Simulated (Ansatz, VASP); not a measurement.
# One calculation of GeBr, two programs

File INCAR:

```
PREC = Accurate ; ENCUT = 600
EDIFF = 1E-6 ; ISMEAR = 0
SIGMA = 0.1 ; LREAL = False
LASPH = True ; NELM = 80
ALGO = Normal ; ISIF = 3
LWAVE = False ; LCHARG = False
GGA = PE ; IBRION = 2
NSW = 100 ; EDIFFG = -0.01
```

KPOINTS

```
Automatic mesh
0
Gamma
  16 16 16
```

Contents of POSCAR:

```
GeBr
1.0
    3.6144234816      0.0000000000      0.0000000000
    0.0000000000      3.6144234816      0.0000000000
    0.0000000000      0.0000000000      3.6144234816
Ge Br
1 1
Direct
    0.5000000000      0.5000000000      0.5000000000
    0.0000000000      0.0000000000      0.0000000000
```

Input for Ansatz:

```yaml
crystal:
  lattice:
    - [3.6144234816, 0.0, 0.0]
    - [0.0, 3.6144234816, 0.0]
    - [0.0, 0.0, 3.6144234816]
  atoms:
    - { symbol: Ge, position: [0.5, 0.5, 0.5] }
    - { symbol: Br, position: [0.0, 0.0, 0.0] }
basis:
  ecutwfc: 420
kpoints:
  mp_grid: { grid: [16, 16, 16] }
hamiltonian:
  xc: pbe
scf:
  occupations: { method: gaussian, width: 0.1 }
output:
  forces: true
  stress: true
  eigenvalues: true
  write_density: true
  write_potential: true
  elf: true
  volumetric_format: npy
relax:
  adjacent_minimum: "off"
  f_tol: 0.01
  max_steps: 80
  cell: { stress_tol: 0.05 }
```

Change from the starting cell: species swapped into the SmTl type (Pm-3m, No. 221).

Alike in both runs: task relaxation of cell and atoms; functional PBE; k mesh 16 × 16 × 16; occupations gaussian, width 0.1 eV; no spin polarisation.

|  | VASP | Ansatz |
| --- | --- | --- |
| version | VASP 6.6.1 | Ansatz 0.2.0 |
| potentials or method | VASP PAW PBE potentials, release 64 (Ge_d, Br), cutoff 600 eV | scalar-relativistic, plane waves, PAW |
| valence electrons in the cell | 21 | 21 |

```csv
,VASP,Ansatz,Ansatz less VASP
"gap on the k mesh at the Fermi level, each at its own relaxed structure (eV)",none,none,-
relaxed volume (Å³/atom),23.61,23.61,0.000
relaxed cell length with the largest relative difference (Å),3.614,3.614,0.0000
```

A gap of «none» marks a metal or a gap that the smearing closes.

Noted on VASP's run: the relaxation stopped at its first step, so nothing moved.
